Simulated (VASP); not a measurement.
# NiO (P6_3/mmc) in VASP: a series of runs

The runs below take NiO through single point, with PBEsol.

Everything below comes from runs of VASP 6.6.1. Logs are shortened: lines on timing, memory, paths and dates and some standing lists are left out, and cuts for length are marked.

## Step 1: The cell of the first run

The structure is hexagonal, space group P6_3/mmc (No. 194). Conventional cell: a = 2.772 Å, b = 2.772 Å, c = 4.972 Å, α = 90.00°, β = 90.00°, γ = 120.00°. Within 2.8 Å of Ni (site symmetry -3m) lie 6 O at 2.03 Å and 8 Ni at 2.49 to 2.77 Å. O (site symmetry -6m2) has 6 Ni at 2.03 Å and 6 O at 2.77 Å within 2.8 Å.

## Step 2: Single point, PBEsol, collinear spin (8.27 Å³/atom)

INCAR reads:

```
  PREC = Accurate
  ENCUT = 520
  EDIFF = 1E-6
  ISMEAR = 0
  SIGMA = 0.05
  LREAL = F
  LASPH = T
  NELM = 150
  ALGO = Normal
  ISIF = 2
  LWAVE = F
  LCHARG = F
  ISPIN = 2
  MAGMOM = -0.1 -0.1 0 0
  LORBIT = 11
  LMAXMIX = 4
  GGA = PS
  NBANDS = 28
```

KPOINTS reads:

```
regular mesh
0
Gamma
  12 12 8
```

POSCAR reads:

```
NiO
1.0
    2.7715262894      0.0000000000      0.0000000000
   -1.3857631447      2.4002121738      0.0000000000
    0.0000000000      0.0000000000      4.9721267186
Ni O
2 2
Direct
    0.0000000000      0.0000000000      0.0000000000
    0.0000000000      0.0000000000      0.5000000000
    0.3333333333      0.6666666667      0.2500000000
    0.6666666667      0.3333333333      0.7500000000
```

Potentials or basis: VASP PAW PBE potentials, release 64 (Ni, O).

The run is started by

```
> cat potpaw_PBE.64/Ni/POTCAR potpaw_PBE.64/O/POTCAR > POTCAR
> mpirun -np 1 vasp_std > vasp.out
```

OUTCAR:

```text
PREC = Accurate
   ENCUT = 520
   EDIFF = 1E-6
   ISMEAR = 0
   LREAL = F
   LASPH = T
   NELM = 150
   ISIF = 2
   ISPIN = 2
   LORBIT = 11
   GGA = PS

 ion  position               nearest neighbor table
   1  0.000  0.000  0.000-   3 2.03   4 2.03   3 2.03   4 2.03   4 2.03   3 2.03   2 2.49   2 2.49

   2  0.000  0.000  0.500-   3 2.03   4 2.03   3 2.03   4 2.03   4 2.03   3 2.03   1 2.49   1 2.49

   3  0.333  0.667  0.250-   1 2.03   2 2.03   1 2.03   2 2.03   1 2.03   2 2.03
   4  0.667  0.333  0.750-   1 2.03   2 2.03   1 2.03   2 2.03   1 2.03   2 2.03

  LATTYP: Found a hexagonal cell.
 ALAT       =     2.7715262894
 C/A-ratio  =     1.7940030869

  Lattice vectors:

 A1 = (   2.7715262894,   0.0000000000,   0.0000000000)
 A2 = (  -1.3857631447,   2.4002121738,   0.0000000000)
 A3 = (   0.0000000000,   0.0000000000,   4.9721267186)

Analysis of symmetry for initial positions (statically):
=====================================================================
 Subroutine PRICEL returns:
 Original cell was already a primitive cell.

 Routine SETGRP: Setting up the symmetry group for a
 hexagonal supercell.

 Subroutine GETGRP returns: Found 24 space group operations
 (whereof 12 operations were pure point group operations)
 out of a pool of 24 trial point group operations.

The static configuration has the point symmetry D_3d.
 The point group associated with its full space group is D_6h.

Analysis of symmetry for dynamics (positions and initial velocities):
=====================================================================
 Subroutine PRICEL returns:
 Original cell was already a primitive cell.

 Routine SETGRP: Setting up the symmetry group for a
 hexagonal supercell.

 Subroutine GETGRP returns: Found 24 space group operations
 (whereof 12 operations were pure point group operations)
 out of a pool of 24 trial point group operations.

The dynamic configuration has the point symmetry D_3d.
 The point group associated with its full space group is D_6h.

Analysis of structural, dynamic, and magnetic symmetry:
=====================================================================
 Subroutine PRICEL returns:
 Original cell was already a primitive cell.

 Routine SETGRP: Setting up the symmetry group for a
 hexagonal supercell.

 Subroutine GETGRP returns: Found 24 space group operations
 (whereof 12 operations were pure point group operations)
 out of a pool of 24 trial point group operations.

The overall configuration has the point symmetry D_3d.
 The point group associated with its full space group is D_6h.

 Subroutine INISYM returns: Found 24 space group operations
 (whereof 12 operations are pure point group operations),
 and found     1 'primitive' translations

----------------------------------------------------------------------------------------

                                     Primitive cell

  volume of cell :      33.0758

  direct lattice vectors                    reciprocal lattice vectors
     2.771526289  0.000000000  0.000000000     0.360812020  0.208314917  0.000000000
    -1.385763145  2.400212174  0.000000000     0.000000000  0.416629834  0.000000000
     0.000000000  0.000000000  4.972126719     0.000000000  0.000000000  0.201121181

  length of vectors
     2.771526289  2.771526289  4.972126719     0.416629834  0.416629834  0.201121181

  position of ions in fractional coordinates (direct lattice)
     0.000000000  0.000000000  0.000000000
     0.000000000  0.000000000  0.500000000
     0.333333333  0.666666667  0.250000000
     0.666666667  0.333333333  0.750000000

  ion indices of the primitive-cell ions
   primitive index   ion index
                 1           1
                 2           2
                 3           3
                 4           4

----------------------------------------------------------------------------------------

 KPOINTS: regular mesh

Automatic generation of k-mesh.
 Grid dimensions read from file:
 generate k-points for:   12   12    8

 Generating k-lattice:

  Cartesian coordinates                     Fractional coordinates (reciprocal lattice)
     0.030067668  0.017359576  0.000000000     0.083333333  0.000000000  0.000000000
     0.000000000  0.034719153  0.000000000     0.000000000  0.083333333  0.000000000
     0.000000000  0.000000000  0.025140148     0.000000000  0.000000000  0.125000000

  Length of vectors
     0.034719153  0.034719153  0.025140148

  Shift w.r.t. Gamma in fractional coordinates (k-lattice)
     0.000000000  0.000000000  0.000000000

 Subroutine IBZKPT returns following result:
 ===========================================

 Found     95 irreducible k-points:

 Following reciprocal coordinates:
            Coordinates               Weight
  0.000000  0.000000  0.000000      1.000000
  0.083333 -0.000000  0.000000      6.000000
  0.166667  0.000000  0.000000      6.000000
  0.250000  0.000000  0.000000      6.000000
[... 34 lines left out ...]
   PSTRESS=    0.0 pullay stress
   NELECT =      32.0000    total number of electrons
   NUPDOWN=      -1.0000    fix difference up-down
   EMIN   =  10.00;   EMAX   =-10.00  energy-range for DOS
   EFERMI =   0.00;   METHOD = LEGACY
   ISMEAR =     0;   SIGMA  =   0.05  broadening in eV -4-tet -1-fermi 0-gaus
   EFERMI_NEDOS =   21; number of points for ismear=-14 and -15
   IALGO  =     38    algorithm
   IMIX   =      4    mixing-type and parameters
     AMIX     =   0.40;   BMIX     =  1.00
     AMIX_MAG =   1.60;   BMIX_MAG =  1.00
  volume/ion in A,a.u.               =       8.27        55.80
  Fermi-wavevector in a.u.,A,eV,Ry     =   1.619153  3.059755 35.669800  2.621656
  Thomas-Fermi vector in A             =   2.713300
   LORBIT       =     11    0 simple, 1 ext, 2 COOP (PROOUT), +10 PAW based schemes
   GGA     = PS    functional components
   LHFCALC =     F    Hartree Fock is set to
   AEXX    =    0.0000 exact exchange contribution
   IVDW    =     0    specifies the selected vdW correction
   LEPSILON=     F    determine dielectric tensor
   LRPA    =     F    only Hartree local field effects (RPA)
 spin polarized calculation
 Gauss-broadening in eV      SIGMA  =   0.05
  energy-cutoff  :      520.00
  volume of cell :       33.08
 maximum number of plane-waves:       902
 NGX is ok and might be reduce to    24
   NGX = 11   NGY = 11   NGZ = 19

 number of electron      31.9999987 magnetization      -0.2287767

 Free energy of the ion-electron system (eV)
  ---------------------------------------------------
  ext. energy  EPLUGINS =         0.00000000
  ---------------------------------------------------
  free energy    TOTEN  =       -24.71771421 eV

  energy without entropy =      -24.71347774  energy(sigma->0) =      -24.71559597

 E-fermi :   9.2369     XC(G=0): -13.5096

 val. band max:        9.2204578371   @ k =   0.2500   0.0833   0.3750
 cond. band min:       9.2381327202   @ k =   0.4167   0.0833   0.3750
 fundamental gap:      0.0176748831
 Fermi energy:         9.2368607291

 spin component 1

 k-point     1 :       0.0000    0.0000    0.0000
  band No.  band energies     occupation
      1     -12.1861      1.00000
      2     -10.7821      1.00000
      3      -0.1894      1.00000
      4       3.4531      1.00000
      5       3.4531      1.00000
      6       5.1267      1.00000
[... 20 lines left out ...]
     27      30.7808      0.00000
[... 691 lines left out ...]
      6       3.2796      1.00000
[... 20 lines left out ...]
     27      28.2004      0.00000
     28      31.4355      0.00000

 [... further k-points ...]

 spin component 2

 k-point     1 :       0.0000    0.0000    0.0000
  band No.  band energies     occupation
      1     -12.2176      1.00000
      2     -10.8175      1.00000
      3      -0.2103      1.00000
      4       3.3850      1.00000
      5       3.3850      1.00000
      6       5.0978      1.00000
[... 20 lines left out ...]
     27      30.7589      0.00000
[... 691 lines left out ...]
      6       3.2320      1.00000
[... 20 lines left out ...]
     27      28.1846      0.00000
     28      31.4154      0.00000

 [... further k-points ...]

------------------------ aborting loop because EDIFF is reached ----------------------------------------

  FORCE on cell =-STRESS in cart. coord.  units (eV):
  Direction    XX          YY          ZZ          XY          YZ          ZX
  --------------------------------------------------------------------------------------
  -------------------------------------------------------------------------------------
  Total        2.1742002      2.1742002      2.1893886      0.0000000      0.0000000      0.0000000
  in kB      105.3171973    105.3171973    106.0529134      0.0000000      0.0000000      0.0000000
  external PRESSURE =     105.5624360 kB  Pullay stress =       0.0000000 kB

 VOLUME and BASIS-vectors are now :
 -----------------------------------------------------------------------------
  energy-cutoff  :      520.00
  volume of cell :       33.08
      direct lattice vectors                 reciprocal lattice vectors
     2.771526289  0.000000000  0.000000000     0.360812020  0.208314917  0.000000000
    -1.385763145  2.400212174  0.000000000     0.000000000  0.416629834  0.000000000
     0.000000000  0.000000000  4.972126719     0.000000000  0.000000000  0.201121181

 POSITION                                       TOTAL-FORCE (eV/Angst)
 -----------------------------------------------------------------------------------
      0.00000      0.00000      0.00000         0.000000      0.000000      0.000000
      0.00000      0.00000      2.48606         0.000000      0.000000      0.000000
     -0.00000      1.60014      1.24303        -0.000000      0.000000     -0.000000
      1.38576      0.80007      3.72910         0.000000     -0.000000     -0.000000
 -----------------------------------------------------------------------------------
    total drift:                               -0.000000      0.000000     -0.000000

  FREE ENERGIE OF THE ION-ELECTRON SYSTEM (eV)
  ---------------------------------------------------
  free  energy   TOTEN  =       -24.7177142068 eV

  energy  without entropy=      -24.7134777387  energy(sigma->0) =      -24.71559597

 total charge

# of ion       s       p       d       tot
------------------------------------------
    1        0.374   0.506   8.429   9.308
    2        0.374   0.506   8.429   9.308
    3        1.575   3.372   0.000   4.947
    4        1.575   3.372   0.000   4.947
--------------------------------------------------
tot          3.897   7.755  16.857  28.509

 magnetization (x)

# of ion       s       p       d       tot
------------------------------------------
    1       -0.000  -0.001  -0.090  -0.092
    2       -0.000  -0.001  -0.090  -0.092
    3       -0.003  -0.017   0.000  -0.019
    4       -0.003  -0.017   0.000  -0.019
--------------------------------------------------
tot         -0.006  -0.036  -0.181  -0.223
```

It took 61 s on 1 thread of Intel Xeon 6975P-C (Granite Rapids), shared host; peak memory 0.26 GiB.

Results:

```
Free energy                                           : -24.7177 eV
Pressure                                              : 10.6 GPa
Net moment                                            : -0.23 μB per cell
Site moments                                          : Ni -0.09; O -0.02 μB
Valence electrons inside the program's atomic spheres : Ni 9.31; O 4.95
```

Levels at points of the mesh, in eV from the Fermi level:
Spin up:
| k point | band 12 | band 13 | band 14 | band 15 | band 16 | band 17 | band 18 | band 19 | band 20 | band 21 |
| --- | --- | --- | --- | --- | --- | --- | --- | --- | --- | --- |
| (0.00, 0.00, 0.00) | -2.06 | -2.06 | -1.10 | -1.10 | -0.37 | 1.11 | 1.11 | 2.03 | 6.43 | 9.74 |
| (0.50, 0.00, 0.00) | -1.04 | -0.99 | -0.86 | -0.50 | -0.45 | 1.22 | 1.24 | 6.46 | 9.08 | 9.55 |
| (0.00, 0.00, 0.50) | -1.74 | -1.74 | -1.74 | 0.06 | 0.06 | 0.06 | 0.06 | 4.70 | 4.70 | 11.95 |
| (0.50, 0.00, 0.50) | -0.95 | -0.83 | -0.83 | 0.03 | 0.03 | 0.37 | 0.37 | 6.46 | 6.46 | 10.92 |
Spin down:
```tsv
k point	band 14	band 15	band 16	band 17	band 18	band 19
(0.00, 0.00, 0.00)	-1.22	-1.22	-0.43	1.00	1.00	2.00
(0.50, 0.00, 0.00)	-0.93	-0.57	-0.55	1.10	1.12	6.45
(0.00, 0.00, 0.50)	-1.81	-0.06	-0.06	-0.06	-0.06	4.67
(0.50, 0.00, 0.50)	-0.89	-0.10	-0.10	0.24	0.24	6.44
```

Caveat: the cell stands under pressure; the PAW data sets were made with another functional, which shifts forces and pressure a little; semilocal functionals often make such compounds metallic where correlation or magnetic order opens a gap, which also shifts bond lengths.

## Step 3: Single point, PBEsol, collinear spin (8.44 Å³/atom)

This run uses another cell than the first one, of 8.44 Å³/atom.

INCAR reads:

```
ALGO = Normal ; EDIFF = 1E-7
ENCUT = 520 ; GGA = PS
ISIF = 2 ; ISMEAR = 0
ISPIN = 2 ; LASPH = T
LCHARG = F ; LMAXMIX = 4
LORBIT = 11 ; LREAL = F
LWAVE = F ; MAGMOM = -0.09 -0.09 0 0
NBANDS = 28 ; NELM = 150
PREC = Accurate ; SIGMA = 0.05
```

KPOINTS reads:

```
k-points
0
Gamma
  12 12 8
```

POSCAR reads:

```
NiO
1.0
    2.7961154954      0.0000000000      0.0000000000
   -1.3980577477      2.4215070509      0.0000000000
    0.0000000000      0.0000000000      4.9868329857
Ni O
2 2
Direct
    0.0000000000      0.0000000000      0.0000000000
    0.0000000000      0.0000000000      0.5000000000
    0.3333333333      0.6666666667      0.2500000000
    0.6666666667      0.3333333333      0.7500000000
```

Potentials or basis: VASP PAW PBE potentials, release 64 (Ni, O).

The run is started by

```
> cat potpaw_PBE.64/Ni/POTCAR potpaw_PBE.64/O/POTCAR > POTCAR
> mpirun -np 1 vasp_std > vasp.out
```

Wall time 79 s (1 thread of Intel Xeon 6975P-C (Granite Rapids), shared host); peak memory 0.26 GiB.

Results (log left out):

```yaml
Free_energy: -24.7522 eV
Pressure: 5.1 GPa
Net_moment: -0.20 μB per cell
Site_moments: Ni -0.08; O -0.02 μB
Valence_electrons_inside_the_program's_atomic_spheres: Ni 9.26; O 4.93
```

Levels at points of the mesh, in eV from the Fermi level:
Spin up:
```tsv
k point	band 12	band 13	band 14	band 15	band 16	band 17	band 18	band 19	band 20	band 21
(0.00, 0.00, 0.00)	-1.99	-1.99	-1.06	-1.06	-0.32	1.09	1.09	1.91	6.32	9.63
(0.50, 0.00, 0.00)	-1.01	-0.98	-0.84	-0.47	-0.46	1.19	1.20	6.42	8.97	9.33
(0.00, 0.00, 0.50)	-1.68	-1.68	-1.68	0.07	0.07	0.07	0.07	4.58	4.58	11.89
(0.50, 0.00, 0.50)	-0.93	-0.81	-0.81	0.03	0.03	0.34	0.34	6.41	6.41	10.74
```
Spin down:
```csv
k point,band 14,band 15,band 16,band 17,band 18,band 19
"(0.00, 0.00, 0.00)",-1.17,-1.17,-0.37,0.99,0.99,1.88
"(0.50, 0.00, 0.00)",-0.90,-0.56,-0.53,1.08,1.10,6.40
"(0.00, 0.00, 0.50)",-1.75,-0.03,-0.03,-0.03,-0.03,4.55
"(0.50, 0.00, 0.50)",-0.87,-0.08,-0.08,0.23,0.23,6.39
```

Caveat: the cell stands under pressure; the PAW data sets were made with another functional, which shifts forces and pressure a little; semilocal functionals often make such compounds metallic where correlation or magnetic order opens a gap, which also shifts bond lengths. With open d or f shells a metallic result of PBEsol can be an artefact of self-interaction; +U or a hybrid may open a gap.

## Step 4: Single point, PBEsol, collinear spin (8.79 Å³/atom)

This run uses another cell than the first one, of 8.79 Å³/atom.

INCAR reads:

```
PREC = Accurate
ENCUT = 520
EDIFF = 1E-6
ISMEAR = 0
SIGMA = 0.05
LREAL = False
LASPH = True
NELM = 150
ALGO = Normal
ISIF = 2
LWAVE = False
LCHARG = True
ISPIN = 2
MAGMOM = -0.09 -0.09 0 0
LORBIT = 11
LMAXMIX = 4
GGA = PS
LELF = True
LVHAR = True
NBANDS = 28
```

KPOINTS reads:

```
regular mesh
0
Gamma
  12 12 8
```

POSCAR reads:

```
NiO
1.0
    2.8434136221      0.0000000000      0.0000000000
   -1.4217068110      2.4624684302      0.0000000000
    0.0000000000      0.0000000000      5.0191370297
Ni O
2 2
Direct
    0.0000000000      0.0000000000      0.0000000000
    0.0000000000      0.0000000000      0.5000000000
    0.3333333333      0.6666666667      0.2500000000
    0.6666666667      0.3333333333      0.7500000000
```

The run is started by

```
> cat potpaw_PBE.64/Ni/POTCAR potpaw_PBE.64/O/POTCAR > POTCAR
> mpirun -np 1 vasp_std > vasp.out
```

Wall time 73 s (1 thread of Intel Xeon 6975P-C (Granite Rapids), shared host); peak memory 0.26 GiB.

The run converged. Its results:

* Free energy: -24.7568 eV
* Pressure: -4.1 GPa
* Net moment: -0.17 μB per cell
* Site moments: Ni -0.07; O -0.01 μB
* Valence electrons inside the program's atomic spheres: Ni 9.18; O 4.91

Levels at points of the mesh, in eV from the Fermi level:
Spin up:
```
           k point  band 14  band 15  band 16  band 17  band 18  band 19
(0.00, 0.00, 0.00)    -0.98    -0.98    -0.23     1.05     1.05     1.69
(0.50, 0.00, 0.00)    -0.79    -0.49    -0.43     1.13     1.14     6.33
(0.00, 0.00, 0.50)    -1.57     0.09     0.09     0.09     0.09     4.35
(0.50, 0.00, 0.50)    -0.77     0.04     0.04     0.30     0.30     6.30
```
Spin down:
| k point | band 14 | band 15 | band 16 | band 17 | band 18 | band 19 |
| --- | --- | --- | --- | --- | --- | --- |
| (0.00, 0.00, 0.00) | -1.07 | -1.07 | -0.28 | 0.97 | 0.97 | 1.67 |
| (0.50, 0.00, 0.00) | -0.84 | -0.57 | -0.48 | 1.04 | 1.05 | 6.32 |
| (0.00, 0.00, 0.50) | -1.63 | 0.00 | 0.00 | 0.00 | 0.00 | 4.34 |
| (0.50, 0.00, 0.50) | -0.82 | -0.06 | -0.06 | 0.20 | 0.20 | 6.28 |

Caveat: the cell stands under tension; the PAW data sets were made with another functional, which shifts forces and pressure a little; semilocal functionals often make such compounds metallic where correlation or magnetic order opens a gap, which also shifts bond lengths. With open d or f shells a metallic result of PBEsol can be an artefact of self-interaction; +U or a hybrid may open a gap.

## Step 5: Summary

| cell | gap on the mesh (eV) | pressure (GPa) | moment (μB) |
| --- | --- | --- | --- |
| a = 2.772, b = 2.772, c = 4.972 Å, angles 90.0, 90.0, 120.0°, 4 atoms | none | 10.6 | 0.23 |
| a = 2.796, b = 2.796, c = 4.987 Å, angles 90.0, 90.0, 120.0°, 4 atoms | none | 5.1 | 0.20 |
| a = 2.843, b = 2.843, c = 5.019 Å, angles 90.0, 90.0, 120.0°, 4 atoms | none | -4.1 | 0.17 |

Alike in all rows: task single point; level PBEsol; potentials or basis VASP PAW PBE potentials, release 64 (Ni, O); spin collinear; k mesh 12 × 12 × 8; cutoff (eV) 520; smearing gaussian 0.05 eV.

Caveats: the PAW data sets were made with another functional, which shifts forces and pressure a little; semilocal functionals often make such compounds metallic where correlation or magnetic order opens a gap, which also shifts bond lengths; the cell stands under pressure (at least some runs); the cell stands under tension (at least some runs).

Absolute energies hang on the potentials; compare differences alone.
